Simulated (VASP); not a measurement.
Set up this calculation in VASP 6.6.1, as the native input.

| Item | Value |
| --- | --- |
| Task | single point |
| Functional | PBE |
| Potentials or basis | VASP PAW PBE potentials, release 64 (B, N) |
| Cutoff | 520 eV |
| k mesh | 12 × 12 × 12 |
| Occupations | gaussian, width 0.05 eV |
| Spin | no spin polarisation |
| Dipole correction | no |
| Further INCAR settings | ALGO = Normal; EDIFF = 1e-07; NBANDS = 11 |

The structure of BN lies in POSCAR:

```
BN
1.0
    0.0000000000      1.6985596739      1.8944453200
    1.8944453200      0.0000000000      1.8944453200
    1.8944453200      1.6985596739      0.0000000000
B N
1 1
Direct
    0.0000000000      0.0000000000      0.0000000000
    0.7500000000      0.7500000000      0.7500000000
```

This cell differs from its parent crystal: volume 6.096 Å^3 an atom, c/a of the conventional cell 0.8966.

These files were run (other wordings do the same):

INCAR

```
SYSTEM = BN
PREC = Accurate
ENCUT = 520
EDIFF = 1E-7
ISMEAR = 0
SIGMA = 0.05
LREAL = .FALSE.
LASPH = .TRUE.
NELM = 60
ALGO = Normal
ISIF = 2
LWAVE = .FALSE.
LCHARG = .TRUE.
GGA = PE
LELF = .TRUE.
LVHAR = .TRUE.
NBANDS = 11
```

KPOINTS

```
Automatic mesh
0
G
  12 12 12
  0 0 0
```

Potentials or basis: VASP PAW PBE potentials, release 64 (B, N).

Command:

```bash
$ cat potpaw_PBE.64/B/POTCAR potpaw_PBE.64/N/POTCAR > POTCAR
$ mpirun -np 1 vasp_std > vasp.out
```

It gave:

```
Pressure               : -8.5 GPa
Band gap on the k mesh : 2.75 eV, indirect (least direct gap 7.67 eV)
```

Wall time 11 s on 1 thread of Intel Xeon 6975P-C, on a shared host, peak memory 0.13 GiB.
